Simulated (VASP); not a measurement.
Input of a VASP 6.6.1 run:

The input INCAR:

```
SYSTEM = As
ALGO     = Normal         ! electronic algorithm
EDIFF    = 1E-6           ! SCF threshold, eV
ENCUT    = 520            ! plane-wave cutoff, eV
GGA      = PE             ! functional
ISIF     = 2              ! what is computed and relaxed
ISMEAR   = 0              ! smearing method
LASPH    = .True.         ! aspherical terms in the spheres
LCHARG   = .False.        ! write CHGCAR
LREAL    = .False.        ! projectors in reciprocal space
LWAVE    = .False.        ! write WAVECAR
NBANDS   = 24             ! bands
NELM     = 100            ! most SCF steps
PREC     = Accurate       ! precision mode
SIGMA    = 0.1            ! smearing width, eV
```

KPOINTS

```
k-points
0
Gamma
  3 3 4
  0 0 0
```

File POSCAR:

```
As
1.0
    6.0679224000      0.0000000000      0.0000000000
   -3.0339612000      5.2549749400      0.0000000000
    0.0000000000      0.0000000000      3.8503999000
As
6
Direct
    0.3127746600      0.0000000000      0.5000000000
    0.0000000000      0.3127746600      0.8333333300
    0.6872253400      0.6872253400      0.1666666700
    0.6872253400      0.0000000000      0.5000000000
    0.0000000000      0.6872253400      0.8333333300
    0.3127746600      0.3127746600      0.1666666700
```

Potentials or basis: VASP PAW PBE potentials, release 64 (As).

The run is started by

```bash
$ cat potpaw_PBE.64/As/POTCAR > POTCAR
$ mpirun -np 1 vasp_std > vasp.out
```

Q: What does it give for the band gap on the k mesh?

A: Zero (bands 15 and 16 overlap by 1.98 eV).

Q: Estimate the largest force.

A: 0.255 eV/Å.

Stress tensor (GPa, compression positive):
```
27.79  0.00  0.00
 0.00 27.79  0.00
 0.00  0.00 18.02
```

Caveat: the k points lie up to 0.41 Å⁻¹ apart, too coarse for converged energies and pressures of a metal.
